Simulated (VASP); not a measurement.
**LaTe: vibrations by perturbation theory with PBEsol**

Crystal: LaTe.

```
La Te
1.0
     0.00000    3.19712    3.19712
     3.19712    0.00000    3.19712
     3.19712    3.19712    0.00000
La Te
1 1
Direct
  0.00000 0.00000 0.00000
  0.50000 0.50000 0.50000
```

```
Program                : VASP 6.6.1
Task                   : vibrations by perturbation theory
Functional             : PBEsol
Potentials or basis    : VASP PAW PBE potentials, release 64 (La, Te)
Cutoff                 : 520 eV
k mesh                 : 10 × 10 × 10
Occupations            : fermi-dirac, width 0.1 eV
Spin                   : no spin polarisation
Dipole correction      : no
Further INCAR settings : ALGO = Normal; EDIFF = 1e-08; NBANDS = 16; IBRION = 8; NSW = 1
```

* Highest phonon frequency at Γ, LO-TO splitting left out: 155 cm⁻¹

Phonon frequencies in cm⁻¹ (negative: imaginary):
```tsv
q point	frequencies
(0.000, 0.000, 0.000)	0 0 0 155 155 155
```

Run time: 11 min on 1 thread of AMD EPYC 9R45 96-Core Processor (Zen 5), on a shared host, peak memory 0.42 GiB.
